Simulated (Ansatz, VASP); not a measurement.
## Two plane-wave programs on PbO

The input INCAR:

```
SYSTEM = PbO
PREC = Accurate ; ENCUT = 520
EDIFF = 1E-7 ; ISMEAR = 0
SIGMA = 0.05 ; LREAL = .False.
LASPH = .True. ; NELM = 80
ALGO = Normal ; ISIF = 2
LWAVE = .False. ; LCHARG = .True.
GGA = PS ; LELF = .True.
LVHAR = .True. ; NBANDS = 28
```

The input KPOINTS:

```
Automatic mesh
0
Gamma
  8 8 6
  0 0 0
```

POSCAR

```
PbO
1.0
    3.9744000000      0.0000000000      0.0000000000
    0.0000000000      3.9744000000      0.0000000000
    0.0000000000      0.0000000000      5.0220000000
Pb O
2 2
Direct
    0.0000000000      0.5000000000      0.2351000000
    0.5000000000      0.0000000000      0.7649000000
    0.0000000000      0.0000000000      0.0348466746
    0.5000000000      0.5000000000      0.0348466746
```

Input for Ansatz:

```yaml
crystal:
  lattice:
    - [3.9744, 0.0, 0.0]
    - [0.0, 3.9744, 0.0]
    - [0.0, 0.0, 5.022]
  atoms:
    - { symbol: Pb, position: [0.0, 0.5, 0.2351] }
    - { symbol: Pb, position: [0.5, 0.0, 0.7649] }
    - { symbol: O, position: [0.0, 0.0, 0.0348466746] }
    - { symbol: O, position: [0.5, 0.5, 0.0348466746] }
basis:
  ecutwfc: 420
kpoints:
  mp_grid: { grid: [8, 8, 6] }
hamiltonian:
  xc: pbesol
scf:
  occupations: { method: gaussian, width: 0.05 }
output:
  forces: true
  stress: true
  eigenvalues: true
```

Change from the starting cell: all O atoms moved +0.175 Å, as atom 3 along Cartesian [0 0 1].

Alike in both runs: task single point; functional PBEsol; k mesh 8 × 8 × 6; occupations gaussian, width 0.05 eV; no spin polarisation.

|  | VASP | Ansatz |
| --- | --- | --- |
| version | VASP 6.6.1 | Ansatz 0.2.0 |
| potentials or method | VASP PAW PBE potentials, release 64 (Pb_d, O), cutoff 520 eV | scalar-relativistic, plane waves, PAW |
| valence electrons in the cell | 40 | 40 |

```tsv
	VASP	Ansatz	Ansatz less VASP
gap on the k mesh at the Fermi level (eV)	1.10	1.09	-0.005
least direct gap on the mesh (eV)	2.07	2.07	0.000
pressure (GPa)	1.7	1.6	-0.08
traceless stress, the component that is largest in VASP (GPa)	-1.40	-1.37	+0.030
rms of the force components (eV/Å)	0.837	0.827	-0.0092
```

VASP's potentials were made for PBE, not for PBEsol. Atom by atom the forces differ by 0.019 eV/Å (rms over components).

Neither program's run includes spin-orbit coupling.
